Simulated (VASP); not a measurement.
## InSe: single point with PBEsol

Crystal: InSe.

```
In Se
1.0
     1.89062    1.09155    7.69252
    -1.89062    1.09155    7.69252
     0.00000   -2.18310    7.69252
In Se
2 2
Cartesian
  0.0000 0.0000 -0.0383
  0.0000 0.0000 2.6136
  0.0000 0.0000 13.9989
  0.0000 0.0000 19.3345
```

```
Program             : VASP 6.6.1
Task                : single point
Functional          : PBEsol
Potentials or basis : VASP PAW PBE potentials, release 64 (In_d, Se)
Cutoff              : 520 eV
k mesh              : 6 × 6 × 6
Occupations         : gaussian, width 0.01 eV
Spin                : no spin polarisation
```

* Pressure: 10.1 GPa
* Largest force: 0.025 eV/Å
* Band gap on the k mesh: 0.76 eV, indirect (least direct gap 0.92 eV)

Forces on the atoms (eV/Å):
```
In   0.000  0.000  0.024
In   0.000  0.000 -0.024
Se   0.000  0.000 -0.025
Se   0.000  0.000  0.024
```

Levels at points of the mesh, in eV from the valence-band top:
```
           k point  band 15  band 16  band 17  band 18  band 19  band 20  band 21  band 22  band 23  band 24
(0.00, 0.00, 0.00)    -2.28    -1.44    -1.44    -0.88    -0.88     2.67     3.00     4.54     4.80     4.80
(0.50, 0.00, 0.00)    -4.23    -3.22    -2.80    -2.03    -1.79     0.76     2.49     3.77     4.28     5.12
(0.50, 0.50, 0.00)    -3.91    -3.29    -2.97    -1.76    -1.71     0.84     2.41     2.90     3.51     4.11
(0.50, 0.50, 0.50)    -1.51    -1.51    -0.79    -0.79     0.00     0.92     2.97     4.56     4.56     5.93
```

Wall time 3.7 min on 1 thread of Intel(R) Xeon(R) Platinum 8488C (Sapphire Rapids), with other jobs on the host, peak memory 0.48 GiB.

Caveat: the PAW data sets were made with another functional, which shifts forces and pressure a little; spin-orbit coupling is left out, which moves the levels of the heavy elements. Expect the measured gap to be larger: semilocal functionals such as PBEsol lack the derivative discontinuity.
